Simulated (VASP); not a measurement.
# AgSn2SeI3 (P-6m2) in VASP: notebook, part 2 of 2

VASP 6.6.1. Earlier steps stand in the parts before.

**3. Single point, PBE**

This run uses another cell than the first one, of 36.81 Å³/atom, 0.858 times its volume.

The input, INCAR:

```
  PREC = Accurate
  ENCUT = 520
  EDIFF = 1E-6
  ISMEAR = 0
  SIGMA = 0.15
  LREAL = False
  LASPH = True
  NELM = 80
  ALGO = Normal
  ISIF = 2
  LWAVE = False
  LCHARG = True
  GGA = PE
  LELF = True
  LVHAR = True
  NBANDS = 42
```

The input, KPOINTS:

```
regular mesh
0
Gamma
  3 3 2
```

The input, POSCAR:

```
AgSn2SeI3
1.0
    5.1998985844     -0.0000000026      0.0000000000
   -2.5999492899      4.5032442725      0.0000000000
    0.0000000000      0.0000000000     11.0045696645
Ag Sn Se I
1 2 1 3
Direct
    0.3333333333      0.6666666667      0.5000000000
    0.0000000000      0.0000000000      0.5000000000
    0.6666666667      0.3333333333      0.5000000000
    0.3333333333      0.6666666667      0.0000000000
    0.6666666667      0.3333333333      0.0000000000
    0.0000000000      0.0000000000      0.7715122369
    0.0000000000      0.0000000000      0.2284877631
```

Potentials or basis: VASP PAW PBE potentials, release 64 (Ag, Sn_d, Se, I).

The run is started by

```
> cat potpaw_PBE.64/Ag/POTCAR potpaw_PBE.64/Sn_d/POTCAR potpaw_PBE.64/Se/POTCAR potpaw_PBE.64/I/POTCAR > POTCAR
> mpirun -np 1 vasp_std > vasp.out
```

OUTCAR:

```text
PREC = Accurate
   ENCUT = 520
   EDIFF = 1E-6
   ISMEAR = 0
   LREAL = False
   LASPH = True
   NELM = 80
   ISIF = 2
   GGA = PE

 ion  position               nearest neighbor table
   1  0.333  0.667  0.500-   2 3.00   3 3.00   3 3.00   2 3.00   2 3.00   3 3.00
   2  0.000  0.000  0.500-   6 2.99   7 2.99   1 3.00   3 3.00   1 3.00   3 3.00   3 3.00   1 3.00

   3  0.667  0.333  0.500-   2 3.00   1 3.00   1 3.00   2 3.00   2 3.00   1 3.00
   4  0.333  0.667  0.000-   5 3.00   5 3.00   5 3.00
   5  0.667  0.333  0.000-   4 3.00   4 3.00   4 3.00
   6  0.000  0.000  0.772-   2 2.99
[... 461 lines left out ...]
  Total       -0.2215422     -0.2215422      0.9831439     -0.0000000      0.0000000     -0.0000000
  in kB       -1.3774427     -1.3774427      6.1127159     -0.0000000      0.0000000     -0.0000000
  external PRESSURE =       1.1192768 kB  Pullay stress =       0.0000000 kB

 VOLUME and BASIS-vectors are now :
 -----------------------------------------------------------------------------
  energy-cutoff  :      520.00
  volume of cell :      257.69
      direct lattice vectors                 reciprocal lattice vectors
     5.199898584 -0.000000003  0.000000000     0.192311443  0.111031063  0.000000000
    -2.599949290  4.503244272  0.000000000     0.000000000  0.222062127  0.000000000
     0.000000000  0.000000000 11.004569664     0.000000000  0.000000000  0.090871341

 POSITION                                       TOTAL-FORCE (eV/Angst)
 -----------------------------------------------------------------------------------
      0.00000      3.00216      5.50228        -0.000000      0.000000      0.000000
      0.00000      0.00000      5.50228        -0.000000      0.000000      0.000000
      2.59995      1.50108      5.50228        -0.000000      0.000000      0.000000
      0.00000      3.00216      0.00000         0.000000     -0.000000      0.000000
      2.59995      1.50108      0.00000        -0.000000     -0.000000      0.000000
      0.00000      0.00000      8.49016         0.000000     -0.000000     -0.056328
      0.00000      0.00000      2.51441        -0.000000     -0.000000      0.056328
 -----------------------------------------------------------------------------------
    total drift:                               -0.000001      0.000001      0.000000

  FREE ENERGIE OF THE ION-ELECTRON SYSTEM (eV)
  ---------------------------------------------------
  free  energy   TOTEN  =       -17.0449559963 eV

  energy  without entropy=      -16.9771093480  energy(sigma->0) =      -17.01103267
```

OSZICAR:

```text
N       E                     dE             d eps       ncg     rms          rms(c)
DAV:   1     0.597634140959E+03    0.59763E+03   -0.28447E+04   512   0.161E+03
DAV:   2     0.695455029273E+02   -0.52809E+03   -0.50906E+03   528   0.421E+02
DAV:   3    -0.128284464066E+02   -0.82374E+02   -0.78629E+02   606   0.151E+02
DAV:   4    -0.178361707434E+02   -0.50077E+01   -0.49389E+01   576   0.397E+01
DAV:   5    -0.179887902547E+02   -0.15262E+00   -0.15255E+00   664   0.758E+00    0.834E+00
DAV:   6    -0.171279648843E+02    0.86083E+00   -0.22512E+00   538   0.174E+01    0.608E+00
DAV:   7    -0.170775154726E+02    0.50449E-01   -0.69440E-01   536   0.455E+00    0.386E+00
DAV:   8    -0.170548602198E+02    0.22655E-01   -0.21383E-01   604   0.183E+00    0.162E+00
DAV:   9    -0.170478587783E+02    0.70014E-02   -0.41344E-02   544   0.115E+00    0.681E-01
DAV:  10    -0.170448625686E+02    0.29962E-02   -0.11783E-02   574   0.693E-01    0.181E-01
DAV:  11    -0.170448741533E+02   -0.11585E-04   -0.16376E-03   536   0.271E-01    0.704E-02
DAV:  12    -0.170449293725E+02   -0.55219E-04   -0.16216E-04   532   0.887E-02    0.418E-02
DAV:  13    -0.170449525878E+02   -0.23215E-04   -0.72714E-05   600   0.463E-02    0.167E-02
DAV:  14    -0.170449554889E+02   -0.29012E-05   -0.14853E-05   550   0.329E-02    0.543E-03
DAV:  15    -0.170449559963E+02   -0.50737E-06   -0.18155E-06   388   0.773E-03
   1 F= -.17044956E+02 E0= -.17011033E+02  d E =-.678466E-01
```

stdout:

```text
POSCAR found type information on POSCAR AgSnSeI
 POSCAR found :  4 types and       7 ions
 scaLAPACK will be used
 LDA part: xc-table for (Slater+PW92), standard interpolation
 POSCAR, INCAR and KPOINTS ok, starting setup
 FFT: planning ... GRIDC
 FFT: planning ... GRID_SOFT
 FFT: planning ... GRID
 WAVECAR not read
 entering main loop
```

It took 47 s on 1 thread of Intel Xeon 6975P-C (Granite Rapids), shared host; peak memory 0.39 GiB.

Results:

```
Free energy            : -17.0450 eV
Pressure               : 0.1 GPa
Largest force          : 0.056 eV/Å
Band gap on the k mesh : zero (band 33 reaches 3.30 eV, above the bottom of band 34 at 3.24 eV)
```

Forces on the atoms (eV/Å):
```
Ag   0.000  0.000  0.000
Sn   0.000  0.000  0.000
Sn   0.000  0.000  0.000
Se   0.000  0.000  0.000
I    0.000  0.000  0.000
I    0.000  0.000 -0.056
I    0.000  0.000  0.056
```

Levels at points of the mesh, in eV from the Fermi level:
```csv
k point,band 30,band 31,band 32,band 33,band 34,band 35,band 36,band 37
"(0.00, 0.00, 0.00)",-0.92,-0.30,-0.30,0.00,0.35,0.35,0.60,1.04
"(0.00, 0.00, 0.50)",-0.40,-0.01,-0.01,0.05,0.24,0.24,0.28,0.93
```

Caveat: the k points lie up to 0.47 Å⁻¹ apart; spin-orbit coupling is left out, which moves the levels of the heavy elements.

**4. Relaxation of cell and atoms, PBE**

This run uses another cell than the first one, of 40.68 Å³/atom, 0.948 times its volume.

The input, INCAR:

```
PREC = Accurate
ENCUT = 600
EDIFF = 1E-7
ISMEAR = 0
SIGMA = 0.15
LREAL = F
LASPH = T
NELM = 60
ALGO = Normal
ISIF = 3
LWAVE = F
LCHARG = F
GGA = PE
IBRION = 2
NSW = 36
EDIFFG = -0.08
```

The input, KPOINTS:

```
regular mesh
0
Gamma
  3 3 1
```

The input, POSCAR:

```
AgSn2SeI3
1.0
    5.3321080400      0.0000000000      0.0000000000
   -2.6660540200      4.6177410100      0.0000000000
    0.0000000000      0.0000000000     11.5646348800
Ag Sn Se I
1 2 1 3
Direct
    0.6666666700      0.3333333300      0.5000000000
    0.0000000000      0.0000000000      0.3170316800
    0.0000000000      0.0000000000      0.6829683200
    0.6666666700      0.3333333300      0.0000000000
    0.6666666700      0.3333333300      0.1617393600
    0.6666666700      0.3333333300      0.8382606400
    0.0000000000      0.0000000000      0.5000000000
```

The run is started by

```
> cat potpaw_PBE.64/Ag/POTCAR potpaw_PBE.64/Sn_d/POTCAR potpaw_PBE.64/Se/POTCAR potpaw_PBE.64/I/POTCAR > POTCAR
> mpirun -np 1 vasp_std > vasp.out
```

Wall time 20 min (1 thread of Intel Xeon 6975P-C (Granite Rapids), shared host); peak memory 0.6 GiB.

It converged, with:

- Free energy: -15.4642 eV
- Relaxed volume: 47.22 Å³/atom
- Relaxed cell: a = 5.446 Å, b = 5.446 Å, c = 12.870 Å, α = 90.00°, β = 90.00°, γ = 120.00°
- Space group after relaxing (to 0.05 Å): P-6m2 (No. 187)
- Energy gained by relaxing: 3670.3 meV/atom
- Ionic steps: 22
- Pressure after relaxing: 0.1 GPa
- Largest force after relaxing: 0.057 eV/Å
- Band gap on the k mesh: 0.04 eV, direct

Forces in eV/Å, atoms in the order of the input:
```
Ag   0.000  0.000  0.000
Sn   0.000  0.000  0.057
Sn   0.000  0.000 -0.057
Se   0.000  0.000  0.000
I    0.000  0.000 -0.004
I    0.000  0.000  0.004
I    0.000  0.000  0.000
```

Stress tensor (GPa, compression positive):
```
0.13 0.00 0.00
0.00 0.13 0.00
0.00 0.00 0.04
```

Step by step:
| step | energy change (eV) | largest force (eV/Å) | pressure (GPa) | volume (Å³) |
| --- | --- | --- | --- | --- |
| 1 | 0.0000 | 31.9968 | 37.56 | 284.75 |
| 2 | -14.3416 | 0.7354 | -8.71 | 686.31 |
| 3 | -24.5814 | 0.0223 | -0.80 | 451.31 |
| 4 | -24.6037 | 0.0128 | -0.81 | 447.95 |
| 5 | -25.4005 | 0.0924 | -0.56 | 365.99 |
| 6 | -25.4178 | 0.7645 | 0.86 | 325.28 |
| 7 | -25.4836 | 0.1739 | -0.11 | 347.37 |
| 8 | -25.4876 | 0.2661 | 0.01 | 342.79 |
| 9 | -25.4874 | 0.2916 | 0.07 | 341.63 |
| 10 | -25.4958 | 0.2695 | 0.01 | 342.34 |
| 11 | -25.5167 | 0.2066 | -0.17 | 344.50 |
| 12 | -25.5411 | 0.1146 | -0.49 | 348.83 |
| 13 | -25.5361 | 0.1329 | -1.00 | 357.57 |
| 14 | -25.5467 | 0.1190 | -0.73 | 352.66 |
| 15 | -25.5511 | 0.1218 | -0.73 | 352.26 |
| 16 | -25.5644 | 0.1295 | -0.73 | 351.05 |
| 17 | -25.5906 | 0.1381 | -0.69 | 348.63 |
| 18 | -25.6354 | 0.1327 | -0.57 | 343.78 |
| 19 | -25.6739 | 0.1538 | -0.13 | 334.05 |
| 20 | -25.6739 | 0.1528 | -0.16 | 334.59 |
| 21 | -25.6807 | 0.1337 | -0.10 | 333.57 |
| 22 | -25.6919 | 0.0573 | 0.10 | 330.53 |

Final structure:
```
CELL_PARAMETERS angstrom
5.44571 0.00000 0.00000
-2.72285 4.71612 0.00000
0.00000 0.00000 12.86966
ATOMIC_POSITIONS crystal
Ag 0.66667 0.33333 0.50000
Sn 0.00000 0.00000 0.24582
Sn 0.00000 0.00000 0.75418
Se 0.66667 0.33333 0.00000
I 0.66667 0.33333 0.22043
I 0.66667 0.33333 0.77957
I 0.00000 0.00000 0.50000
```

Levels at points of the mesh, in eV from the valence-band top:
| k point | band 30 | band 31 | band 32 | band 33 | band 34 | band 35 | band 36 | band 37 |
| --- | --- | --- | --- | --- | --- | --- | --- | --- |
| (0.00, 0.00, 0.00) | -3.04 | -0.87 | -0.87 | -0.74 | 0.09 | 0.12 | 0.12 | 0.27 |

Caveat: the k points lie up to 0.49 Å⁻¹ apart in the final cell; the volume moved by over 15 % at a fixed basis, so the end points are rough; spin-orbit coupling is left out, which moves the levels of the heavy elements; the relaxation stopped at a loose force limit of 0.08 eV/Å, so its end isn't a converged minimum.

**5. Overview**

| task | cell | k mesh | cutoff (eV) | gap on the mesh (eV) | pressure (GPa) | largest force (eV/Å) |
| --- | --- | --- | --- | --- | --- | --- |
| single point | a = 4.670, b = 4.670, c = 15.909 Å, angles 90.0, 90.0, 120.0°, 7 atoms | 3 × 3 × 1 | 520 | 0.05 | -0.3 | 0.07 |
| single point | a = 5.200, b = 5.200, c = 11.005 Å, angles 90.0, 90.0, 120.0°, 7 atoms | 3 × 3 × 2 | 520 | none | 0.1 | 0.06 |
| relaxation of cell and atoms | relaxed from a = 5.332, b = 5.332, c = 11.565 Å, angles 90.0, 90.0, 120.0°, 7 atoms | 3 × 3 × 1 | 600 | 0.04 | 0.1 | 0.06 |

Alike in all rows: level PBE; potentials or basis VASP PAW PBE potentials, release 64 (Ag, Sn_d, Se, I); no spin polarisation; smearing gaussian 0.15 eV.

Caveats: all runs use coarse meshes; spin-orbit coupling is left out, which moves the levels of the heavy elements; the volume moved by over 15 % at a fixed basis, so the end points are rough (some runs); the relaxation stopped at a loose force limit of 0.08 eV/Å, so its end isn't a converged minimum (some runs).

Total energies depend on the potentials used, so only differences within one code and one set of settings carry meaning.
